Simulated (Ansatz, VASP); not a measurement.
**Two plane-wave programs on Ca**

Contents of INCAR:

```
ALGO     = Normal         # electronic algorithm
EDIFF    = 1E-7           # SCF threshold, eV
EDIFFG   = -0.005         # ionic threshold
ENCUT    = 600            # plane-wave cutoff, eV
GGA      = PE             # functional
IBRION   = 2              # ionic algorithm
ISIF     = 3              # what is computed and relaxed
ISMEAR   = -1             # smearing method
LASPH    = True           # aspherical terms in the spheres
LCHARG   = False          # write CHGCAR
LREAL    = False          # projectors in reciprocal space
LWAVE    = False          # write WAVECAR
NELM     = 100            # most SCF steps
NSW      = 100            # ionic steps
PREC     = Accurate       # precision mode
SIGMA    = 0.08           # smearing width, eV
```

Contents of KPOINTS:

```
k-points
0
Gamma
  13 13 13
```

The input POSCAR:

```
Ca
1.0
   -2.0281634582      2.0281634582      2.0281634582
    2.0281634582     -2.0281634582      2.0281634582
    2.0281634582      2.0281634582     -2.0281634582
Ca
1
Direct
    0.0000000000      0.0000000000      0.0000000000
```

Input for Ansatz:

```yaml
crystal:
  lattice:
    - [-2.0281634582, 2.0281634582, 2.0281634582]
    - [2.0281634582, -2.0281634582, 2.0281634582]
    - [2.0281634582, 2.0281634582, -2.0281634582]
  atoms:
    - { symbol: Ca, position: [0.0, 0.0, 0.0] }
kpoints:
  mp_grid: { grid: [13, 13, 13] }
scf:
  occupations: { method: fermi_dirac, width: 0.08 }
hamiltonian:
  xc: pbe
  pseudopotentials: { kind: paw }
output:
  forces: true
  stress: true
relax:
  f_tol: 0.005
  max_steps: 80
  cell: {}
```

Alike in both runs: task relaxation of cell and atoms; functional PBE; k mesh 13 × 13 × 13; occupations fermi-dirac, width 0.08 eV; no spin polarisation.

|  | VASP | Ansatz |
| --- | --- | --- |
| version | VASP 6.6.1 | Ansatz 0.2.0 |
| potentials or method | VASP PAW PBE potentials, release 64 (Ca_sv) | PAW with Ansatz's default frozen-core files, scalar-relativistic |
| plane-wave cutoff (eV) | 600 | 420 |
| valence electrons in the cell | 10 | 10 |

|  | VASP | Ansatz | Ansatz less VASP |
| --- | --- | --- | --- |
| relaxed volume (Å³/atom) | 42.22 | 42.04 | -0.179 |
| relaxed length of the cell vector where the two differ most in proportion (Å) | 3.799 | 3.794 | -0.0054 |

Noted on VASP's run: the volume moved by over 15 % at a fixed basis, so the end points are rough.
